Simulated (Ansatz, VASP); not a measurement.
**PbS in VASP and in Ansatz**

```
Pb S
1.0
     3.65366    0.00000    0.00000
     0.00000    3.65366    0.00000
     0.00000    0.00000    3.65366
Pb S
1 1
Direct
  0.00000 0.00000 0.00000
  0.50000 0.50000 0.50000
```

Alike in both runs: task single point; functional r2SCANh; k mesh 4 × 4 × 4; occupations fermi-dirac, width 0.05 eV; no spin polarisation.

```csv
,VASP,Ansatz
version,VASP 6.6.1,Ansatz 0.2.0
potentials or method,"VASP PAW PBE potentials, release 64 (Pb_d, S)",Ansatz PAW
plane-wave cutoff (eV),520,500
valence electrons in the cell,20,20
```

Ansatz gave:

| Item | Value |
| --- | --- |
| gap on the k mesh at the Fermi level (eV) | none |
| pressure (GPa) | -2.0 |

Problem. What did VASP give for the same quantities?

Solution. gap on the k mesh at the Fermi level (eV): none; pressure (GPa): -2.2.

VASP's potentials were made for PBE, not for r2SCANh. A gap of «none» marks a metal or a gap that the smearing closes.

The k mesh is coarse, so the values compare programs but aren't converged. Neither program's run includes spin-orbit coupling.
